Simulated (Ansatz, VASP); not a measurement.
**Two plane-wave programs on CaO**

Contents of INCAR:

```
  PREC = Accurate
  ENCUT = 520
  EDIFF = 1E-6
  ISMEAR = 0
  SIGMA = 0.05
  LREAL = F
  LASPH = T
  NELM = 60
  ALGO = Normal
  ISIF = 2
  LWAVE = F
  LCHARG = F
  GGA = PE
  NBANDS = 24
```

The input KPOINTS:

```
Automatic mesh
0
Gamma
  9 9 6
```

The input POSCAR:

```
CaO
1.0
    3.9331983408      0.0000000000      0.0000000000
   -1.9665991704      3.4062496812      0.0000000000
    0.0000000000      0.0000000000      5.1170910414
Ca O
2 2
Direct
    0.3333333333      0.6666666667      0.7500000000
    0.6666666667      0.3333333333      0.2500000000
    0.3333333333      0.6666666667      0.2500000000
    0.6666666667      0.3333333333      0.7500000000
```

Input for Ansatz:

```yaml
crystal:
  lattice:
    - [3.9331983408, 0.0, 0.0]
    - [-1.9665991704, 3.4062496812, 0.0]
    - [0.0, 0.0, 5.1170910414]
  atoms:
    - { symbol: Ca, position: [0.3333333333, 0.6666666667, 0.75] }
    - { symbol: Ca, position: [0.6666666667, 0.3333333333, 0.25] }
    - { symbol: O, position: [0.3333333333, 0.6666666667, 0.25] }
    - { symbol: O, position: [0.6666666667, 0.3333333333, 0.75] }
basis:
  ecutwfc: 520.0
kpoints:
  mp_grid: { grid: [9, 9, 6] }
hamiltonian:
  xc: pbe
scf:
  occupations: { method: gaussian, width: 0.05 }
output:
  forces: true
  stress: true
  eigenvalues: true
```

Alike in both runs: task single point; functional PBE; k mesh 9 × 9 × 6; occupations gaussian, width 0.05 eV; no spin polarisation.

|  | VASP | Ansatz |
| --- | --- | --- |
| version | VASP 6.6.1 | Ansatz 0.2.0 |
| potentials or method | VASP PAW PBE potentials, release 64 (Ca_sv, O), cutoff 520 eV | scalar-relativistic, plane waves, PAW |
| valence electrons in the cell | 32 | 32 |

Ansatz gave:

```
gap on the k mesh at the Fermi level (eV)                     : 3.16
least direct gap on the mesh (eV)                             : 3.16
pressure (GPa)                                                : -1.5
traceless stress, the component that is largest in VASP (GPa) : -4.97
```

Estimate VASP's values.

gap on the k mesh at the Fermi level (eV): 3.15; least direct gap on the mesh (eV): 3.15; pressure (GPa): -1.1; traceless stress, the component that is largest in VASP (GPa): -5.19.
